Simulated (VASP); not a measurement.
Set up this calculation in VASP 6.6.1, as the native input.

```
Task                   : single point
Functional             : r2SCAN
Potentials or basis    : VASP PAW PBE potentials, release 64 (Hf_pv, C)
Cutoff                 : 520 eV
k mesh                 : 12 × 12 × 10
Occupations            : gaussian, width 0.1 eV
Spin                   : no spin polarisation
Dipole correction      : no
Further INCAR settings : ALGO = Normal; EDIFF = 1e-07; NBANDS = 22
```

Crystal: HfC.

```
Hf C
1.0
     3.83972    0.00000    0.00000
    -1.91986    3.32530    0.00000
     0.00000    0.00000    4.62757
Hf C
2 2
Direct
  0.33333 0.66667 0.43800
  0.66667 0.33333 0.93800
  0.33333 0.66667 0.93700
  0.66667 0.33333 0.43700
```

The input as run:

POSCAR

```
HfC
1.0
    3.8397217983      0.0000000000      0.0000000000
   -1.9198608992      3.3252966208      0.0000000000
    0.0000000000      0.0000000000      4.6275691279
Hf C
2 2
Direct
    0.3333333333      0.6666666667      0.4379958874
    0.6666666667      0.3333333333      0.9379958874
    0.3333333333      0.6666666667      0.9370041126
    0.6666666667      0.3333333333      0.4370041126
```

INCAR.step1

```
ALGO = Normal ; EDIFF = 1E-4
ENCUT = 520 ; GGA = PE
ISMEAR = 0 ; LASPH = True
LCHARG = False ; LREAL = False
LWAVE = True ; NBANDS = 22
NELM = 100 ; PREC = Accurate
SIGMA = 0.1
```

INCAR.step2

```
ALGO = Normal ; EDIFF = 1E-7
ENCUT = 520 ; ISIF = 2
ISMEAR = 0 ; ISTART = 1
LASPH = True ; LCHARG = True
LELF = True ; LMIXTAU = True
LREAL = False ; LVHAR = True
LWAVE = False ; METAGGA = R2SCAN
NBANDS = 22 ; NELM = 100
PREC = Accurate ; SIGMA = 0.1
```

KPOINTS

```
k-points
0
Gamma
  12 12 10
```

Potentials or basis: VASP PAW PBE potentials, release 64 (Hf_pv, C).

Command:

```bash
$ cat potpaw_PBE.64/Hf_pv/POTCAR potpaw_PBE.64/C/POTCAR > POTCAR
$ cp INCAR.step1 INCAR
$ mpirun -np 1 vasp_std > vasp.out
$ cp INCAR.step2 INCAR
$ mpirun -np 1 vasp_std > vasp.out
```

It gave:

```
Pressure               : -0.8 GPa
Band gap on the k mesh : zero (bands 14 and 15 overlap by 1.53 eV)
```

Caveat: the PAW data sets were made with another functional, which shifts forces and pressure a little; spin-orbit coupling is left out, which moves the levels of the heavy elements.

Wall time 9.8 min on 1 thread of Intel(R) Xeon(R) Platinum 8259CL CPU @ 2.50GHz (Skylake/Cascade Lake) (shared host), peak memory 0.27 GiB.
